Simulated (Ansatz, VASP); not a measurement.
**One calculation of Cu, two programs**

```
CELL_PARAMETERS angstrom
0.05423 1.83461 1.83461
1.83461 0.05423 1.83461
1.83461 1.83461 0.05423
ATOMIC_POSITIONS crystal
Cu 0.00000 0.00000 0.00000
```

Change from the starting cell: equal xy, yz and zx shear strains of +3 %, crystal datasets.

Alike in both runs: task electric field gradients; functional PBEsol; k mesh 19 × 19 × 19; occupations fermi-dirac, width 0.08 eV; no spin polarisation.

|  | VASP | Ansatz |
| --- | --- | --- |
| version | VASP 6.6.1 | Ansatz 0.2.0 |
| potentials or method | VASP PAW PBE potentials, release 64 (Cu), cutoff 520 eV | all-electron PAW with datasets made for the crystal, scalar-relativistic |

|  | VASP | Ansatz | Ansatz less VASP |
| --- | --- | --- | --- |
| pressure (GPa) | -5.4 | -6.1 | -0.68 |
| traceless stress, the component that is largest in VASP (GPa) | -2.27 | -2.29 | -0.014 |
| size of Vzz on the site where it differs most (V/Å²) | 2.7 | 1.2 | -1.52 |

VASP's potentials were made for PBE, not for PBEsol. Ansatz ran all-electron here, and VASP with PAW potentials.
